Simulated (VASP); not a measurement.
# HfC (Fm-3m) in VASP: a series of runs

Runs on HfC. Level: r2SCAN. Tasks: single point.

Program: VASP 6.6.1. These are calculated values, not measurements. Logs are shortened: lines on timing, memory, paths and dates and some standing lists are left out, and cuts for length are marked.

### 1 The cell of the first run

It takes space group Fm-3m (No. 225, cubic). The conventional cell has a = 4.555 Å, b = 4.555 Å, c = 4.555 Å, α = 90.00°, β = 90.00°, γ = 90.00°. Within 3.0 Å of Hf (site symmetry m-3m) lie 6 C at 2.28 Å. C (site symmetry m-3m) has 6 Hf at 2.28 Å within 3.0 Å.

### 2 Single point, r2SCAN

POSCAR

```
HfC
1.0
    0.0000000000      2.2775377028      2.2775377028
    2.2775377028      0.0000000000      2.2775377028
    2.2775377028      2.2775377028      0.0000000000
Hf C
1 1
Direct
    0.5000000000      0.5000000000      0.5000000000
    0.0000000000      0.0000000000      0.0000000000
```

INCAR.step1

```
SYSTEM = HfC
  PREC = Accurate
  ENCUT = 520
  ISMEAR = -1
  SIGMA = 0.05
  LREAL = .FALSE.
  LASPH = .TRUE.
  NELM = 100
  NBANDS = 14
  GGA = PE
  ALGO = Normal
  EDIFF = 1E-4
  LWAVE = .TRUE.
  LCHARG = .FALSE.
```

INCAR.step2

```
SYSTEM = HfC
  PREC = Accurate
  ENCUT = 520
  EDIFF = 1E-6
  ISMEAR = -1
  SIGMA = 0.05
  LREAL = .FALSE.
  LASPH = .TRUE.
  NELM = 100
  ALGO = Normal
  ISIF = 2
  LWAVE = .FALSE.
  LCHARG = .FALSE.
  METAGGA = R2SCAN
  LMIXTAU = .TRUE.
  NBANDS = 14
  ISTART = 1
```

KPOINTS

```
regular mesh
0
G
  10 10 10
  0 0 0
```

Potentials or basis: VASP PAW PBE potentials, release 64 (Hf_pv, C).

Started as:

```sh
$ cat potpaw_PBE.64/Hf_pv/POTCAR potpaw_PBE.64/C/POTCAR > POTCAR
$ cp INCAR.step1 INCAR
$ mpirun -np 1 vasp_std > vasp.out
$ cp INCAR.step2 INCAR
$ mpirun -np 1 vasp_std > vasp.out
```

OUTCAR:

```text
SYSTEM = HfC
   PREC = Accurate
   ENCUT = 520
   EDIFF = 1E-6
   ISMEAR = -1
   LREAL = .FALSE.
   LASPH = .TRUE.
   NELM = 100
   ISIF = 2
   METAGGA = R2SCAN
   ISTART = 1

 ion  position               nearest neighbor table
   1  0.500  0.500  0.500-   2 2.28   2 2.28   2 2.28   2 2.28   2 2.28   2 2.28
   2  0.000  0.000  0.000-   1 2.28   1 2.28   1 2.28   1 2.28   1 2.28   1 2.28

  LATTYP: Found a face centered cubic cell.
 ALAT       =     4.5550754056

  Lattice vectors:

 A1 = (   0.0000000000,   2.2775377028,   2.2775377028)
 A2 = (   2.2775377028,   0.0000000000,   2.2775377028)
 A3 = (   2.2775377028,   2.2775377028,   0.0000000000)

Analysis of symmetry for initial positions (statically):
=====================================================================
 Subroutine PRICEL returns:
 Original cell was already a primitive cell.

 Routine SETGRP: Setting up the symmetry group for a
 face centered cubic supercell.

 Subroutine GETGRP returns: Found 48 space group operations
 (whereof 48 operations were pure point group operations)
 out of a pool of 48 trial point group operations.

The static configuration has the point symmetry O_h .

Analysis of symmetry for dynamics (positions and initial velocities):
=====================================================================
 Subroutine PRICEL returns:
 Original cell was already a primitive cell.

 Routine SETGRP: Setting up the symmetry group for a
 face centered cubic supercell.

 Subroutine GETGRP returns: Found 48 space group operations
 (whereof 48 operations were pure point group operations)
 out of a pool of 48 trial point group operations.

The dynamic configuration has the point symmetry O_h .

 Subroutine INISYM returns: Found 48 space group operations
 (whereof 48 operations are pure point group operations),
 and found     1 'primitive' translations

----------------------------------------------------------------------------------------

                                     Primitive cell

  volume of cell :      23.6280

  direct lattice vectors                    reciprocal lattice vectors
     0.000000000  2.277537703  2.277537703    -0.219535334  0.219535334  0.219535334
     2.277537703  0.000000000  2.277537703     0.219535334 -0.219535334  0.219535334
     2.277537703  2.277537703  0.000000000     0.219535334  0.219535334 -0.219535334

  length of vectors
     3.220924708  3.220924708  3.220924708     0.380246352  0.380246352  0.380246352

  position of ions in fractional coordinates (direct lattice)
[... 83 lines left out ...]
   IBRION =     -1    ionic relax: 0-MD 1-quasi-New 2-CG
   NFREE  =      0    steps in history (QN), initial steepest desc. (CG)
   ISIF   =      2    stress and relaxation
   ISYM   =      2    0-nonsym 1-usesym 2-fastsym
   POTIM  = 0.5000    time-step for ionic-motion
   TEBEG  =    0.0;   TEEND  =   0.0 temperature during run
   PSTRESS=    0.0 pullay stress
   NELECT =      14.0000    total number of electrons
   NUPDOWN=      -1.0000    fix difference up-down
   EMIN   =  10.00;   EMAX   =-10.00  energy-range for DOS
   EFERMI =   0.00;   METHOD = LEGACY
   ISMEAR =    -1;   SIGMA  =   0.05  broadening in eV -4-tet -1-fermi 0-gaus
   EFERMI_NEDOS =   21; number of points for ismear=-14 and -15
   IALGO  =     38    algorithm
   IMIX   =      4    mixing-type and parameters
     AMIX     =   0.40;   BMIX     =  1.00
     AMIX_MAG =   1.60;   BMIX_MAG =  1.00
  volume/ion in A,a.u.               =      11.81        79.72
  Fermi-wavevector in a.u.,A,eV,Ry     =   1.375019  2.598409 25.724214  1.890676
  Thomas-Fermi vector in A             =   2.500393
   LORBIT       =      0    0 simple, 1 ext, 2 COOP (PROOUT), +10 PAW based schemes
   METAGGA = R2SCAN    functional components
   LHFCALC =     F    Hartree Fock is set to
   AEXX    =    0.0000 exact exchange contribution
   IVDW    =     0    specifies the selected vdW correction
   LEPSILON=     F    determine dielectric tensor
   LRPA    =     F    only Hartree local field effects (RPA)
 non-spin polarized calculation
  energy-cutoff  :      520.00
  volume of cell :       23.63
 maximum number of plane-waves:       648
   NGX = 11   NGY = 11   NGZ = 11

 number of electron      14.0000000 magnetization

 Free energy of the ion-electron system (eV)
  ---------------------------------------------------
  ext. energy  EPLUGINS =         0.00000000
  ---------------------------------------------------
  free energy    TOTEN  =       -57.28587107 eV

  energy without entropy =      -57.28390407  energy(sigma->0) =      -57.28488757

 E-fermi :   6.4165     XC(G=0): -13.4492

 val. band max:        6.3427269123   @ k =   0.1000   0.0000   0.0000
 cond. band min:       6.4584906004   @ k =   0.2000   0.2000   0.0000
 fundamental gap:      0.1157636880
 Fermi energy:         6.4164725449

 k-point     1 :       0.0000    0.0000    0.0000
  band No.  band energies     occupation
      1     -24.0649      2.00000
      2     -24.0649      2.00000
      3     -24.0648      2.00000
      4      -6.9756      2.00000
      5       7.4189      0.00000
      6       7.4189      0.00000
      7       7.4189      0.00000
      8       8.0304      0.00000
      9       8.0304      0.00000
     10       8.0304      0.00000
     11      10.1174      0.00000
     12      10.1174      0.00000
     13      14.6221      0.00000
     14      18.3164      0.00000
[... 377 lines left out ...]
      1     -24.6869      2.00000
      2     -24.3125      2.00000
      3     -24.2861      2.00000
      4      -4.7904      2.00000
      5       2.3615      2.00000
      6       4.4643      2.00000
      7       5.5787      2.00000
      8       6.6598      0.01529
      9      12.3078      0.00000
     10      13.6014      0.00000
     11      13.7210      0.00000
     12      15.9473      0.00000
     13      19.5105      0.00000
     14      19.6205      0.00000

 [... further k-points ...]
[... 5 lines left out ...]
  --------------------------------------------------------------------------------------
  -------------------------------------------------------------------------------------
  Total        2.1411142      2.1411142      2.1411142      0.0000000      0.0000000     -0.0000000
  in kB      145.1856531    145.1856531    145.1856531      0.0000000      0.0000000     -0.0000000
  external PRESSURE =     145.1856531 kB  Pullay stress =       0.0000000 kB

 VOLUME and BASIS-vectors are now :
 -----------------------------------------------------------------------------
  energy-cutoff  :      520.00
  volume of cell :       23.63
      direct lattice vectors                 reciprocal lattice vectors
     0.000000000  2.277537703  2.277537703    -0.219535334  0.219535334  0.219535334
     2.277537703  0.000000000  2.277537703     0.219535334 -0.219535334  0.219535334
     2.277537703  2.277537703  0.000000000     0.219535334  0.219535334 -0.219535334

 POSITION                                       TOTAL-FORCE (eV/Angst)
 -----------------------------------------------------------------------------------
      2.27754      2.27754      2.27754        -0.000000      0.000000     -0.000000
      0.00000      0.00000      0.00000         0.000000     -0.000000      0.000000
 -----------------------------------------------------------------------------------
    total drift:                                0.000000     -0.000000      0.000000

  FREE ENERGIE OF THE ION-ELECTRON SYSTEM (eV)
  ---------------------------------------------------
  free  energy   TOTEN  =       -57.2858710735 eV

  energy  without entropy=      -57.2839040721  energy(sigma->0) =      -57.28488757
```

It took 38 s on 1 thread of Intel Xeon Platinum 8259CL at 2.50GHz (Skylake/Cascade Lake), shared host; peak memory 0.15 GiB.

Results:

```
Free energy            : -57.2859 eV
Pressure               : 14.5 GPa
Band gap on the k mesh : zero (band 7 reaches 7.42 eV, above the bottom of band 8 at 5.93 eV)
```

Levels at points of the mesh, in eV from the Fermi level:
```
           k point  band 5  band 6  band 7  band 8  band 9  band 10
(0.00, 0.00, 0.00)    1.00    1.00    1.00    1.61    1.61     1.61
(0.50, 0.00, 0.00)   -6.65   -3.41   -3.41    5.99    5.99     6.58
(0.50, 0.50, 0.00)   -2.77   -1.89   -0.14   -0.14    5.80     7.55
```

Caveat: the PAW data sets were made with another functional, which shifts forces and pressure a little; spin-orbit coupling is left out, which moves the levels of the heavy elements.

### 3 Single point, r2SCAN

This run uses another cell than the first one, of 12.32 Å³/atom, 1.043 times its volume.

POSCAR

```
HfC
1.0
    0.0000000000      2.3093955030      2.3093955030
    2.3093955030      0.0000000000      2.3093955030
    2.3093955030      2.3093955030      0.0000000000
Hf C
1 1
Direct
    0.5000000000      0.5000000000      0.5000000000
    0.0000000000      0.0000000000      0.0000000000
```

INCAR.step1

```
SYSTEM = HfC
  ALGO = Normal
  EDIFF = 1E-4
  ENCUT = 520
  GGA = PE
  ISMEAR = -1
  LASPH = .TRUE.
  LCHARG = .FALSE.
  LREAL = .FALSE.
  LWAVE = .TRUE.
  NBANDS = 14
  NELM = 80
  PREC = Accurate
  SIGMA = 0.05
```

INCAR.step2

```
SYSTEM = HfC
  ALGO = Normal
  EDIFF = 1E-7
  ENCUT = 520
  ISIF = 2
  ISMEAR = -1
  ISTART = 1
  LASPH = .TRUE.
  LCHARG = .FALSE.
  LMIXTAU = .TRUE.
  LREAL = .FALSE.
  LWAVE = .FALSE.
  METAGGA = R2SCAN
  NBANDS = 14
  NELM = 80
  PREC = Accurate
  SIGMA = 0.05
```

KPOINTS

```
k-points
0
G
  10 10 10
  0 0 0
```

Potentials or basis: VASP PAW PBE potentials, release 64 (Hf_pv, C).

Started as:

```sh
$ cat potpaw_PBE.64/Hf_pv/POTCAR potpaw_PBE.64/C/POTCAR > POTCAR
$ cp INCAR.step1 INCAR
$ mpirun -np 1 vasp_std > vasp.out
$ cp INCAR.step2 INCAR
$ mpirun -np 1 vasp_std > vasp.out
```

It took 44 s on 1 thread of Intel Xeon Platinum 8259CL at 2.50GHz (Skylake/Cascade Lake), shared host; peak memory 0.15 GiB.

Results (log left out):

```
Free energy            : -57.3388 eV
Pressure               : 2.6 GPa
Band gap on the k mesh : zero (band 7 reaches 7.07 eV, above the bottom of band 8 at 5.59 eV)
```

Levels at points of the mesh, in eV from the Fermi level:
```csv
k point,band 3,band 4,band 5,band 6,band 7,band 8,band 9,band 10,band 11,band 12
"(0.00, 0.00, 0.00)",-30.71,-13.20,0.96,0.96,0.96,1.58,1.58,1.58,3.54,3.54
"(0.50, 0.00, 0.00)",-30.79,-9.34,-6.47,-3.28,-3.28,5.71,5.71,6.27,7.03,12.13
"(0.50, 0.50, 0.00)",-30.96,-11.31,-2.85,-1.75,-0.21,-0.21,5.52,7.17,7.17,9.33
```

Caveat: the PAW data sets were made with another functional, which shifts forces and pressure a little; spin-orbit coupling is left out, which moves the levels of the heavy elements.
